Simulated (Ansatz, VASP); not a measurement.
## Ge: VASP beside Ansatz

File INCAR:

```
SYSTEM = Ge
ALGO = Normal ; EDIFF = 1E-7
EDIFFG = -0.01 ; ENCUT = 600
GGA = PS ; IBRION = 2
ISIF = 3 ; ISMEAR = -1
LASPH = .TRUE. ; LCHARG = .FALSE.
LREAL = .FALSE. ; LWAVE = .FALSE.
NELM = 60 ; NSW = 80
PREC = Accurate ; SIGMA = 0.05
```

KPOINTS

```
k-points
0
G
  8 8 4
  0 0 0
```

File POSCAR:

```
Ge
1.0
    3.9975858431      0.0000000000      0.0000000000
   -1.9987929216      3.4620108940      0.0000000000
    0.0000000000      0.0000000000      6.5993779500
Ge
4
Direct
    0.3333333333      0.6666666667      0.9370987500
    0.6666666667      0.3333333333      0.4370987500
    0.3333333333      0.6666666667      0.5629012500
    0.6666666667      0.3333333333      0.0629012500
```

The input input.yaml:

```yaml
crystal:
  lattice:
    - [3.9975858431, 0.0, 0.0]
    - [-1.9987929216, 3.462010894, 0.0]
    - [0.0, 0.0, 6.59937795]
  atoms:
    - { symbol: Ge, position: [0.3333333333, 0.6666666667, 0.93709875] }
    - { symbol: Ge, position: [0.6666666667, 0.3333333333, 0.43709875] }
    - { symbol: Ge, position: [0.3333333333, 0.6666666667, 0.56290125] }
    - { symbol: Ge, position: [0.6666666667, 0.3333333333, 0.06290125] }
kpoints:
  mp_grid: { grid: [8, 8, 4] }
scf:
  occupations: { method: fermi_dirac, width: 0.05 }
hamiltonian:
  xc: pbesol
  pseudopotentials: { kind: all_electron, lapw: { basis_error: 0.002 } }
output:
  forces: true
  stress: true
relax:
  f_tol: 0.01
  max_steps: 60
  cell: {}
```

Alike in both runs: task relaxation of cell and atoms; functional PBEsol; k mesh 8 × 8 × 4; occupations fermi-dirac, width 0.05 eV; no spin polarisation.

|  | VASP | Ansatz |
| --- | --- | --- |
| version | VASP 6.6.1 | Ansatz 0.2.0 |
| potentials or method | VASP PAW PBE potentials, release 64 (Ge_d), cutoff 600 eV | all-electron LAPW, scalar-relativistic |

Ansatz gave:

| Item | Value |
| --- | --- |
| relaxed volume (Å³/atom) | 22.82 |
| relaxed cell length with the largest relative difference (Å) | 4.000 |

Question: Which values does VASP return?

Answer: Relaxed volume (Å³/atom): 22.80; relaxed cell length with the largest relative difference (Å): 3.999.

VASP's potentials were made for PBE, not for PBEsol. Ansatz ran all-electron here, and VASP with PAW potentials.
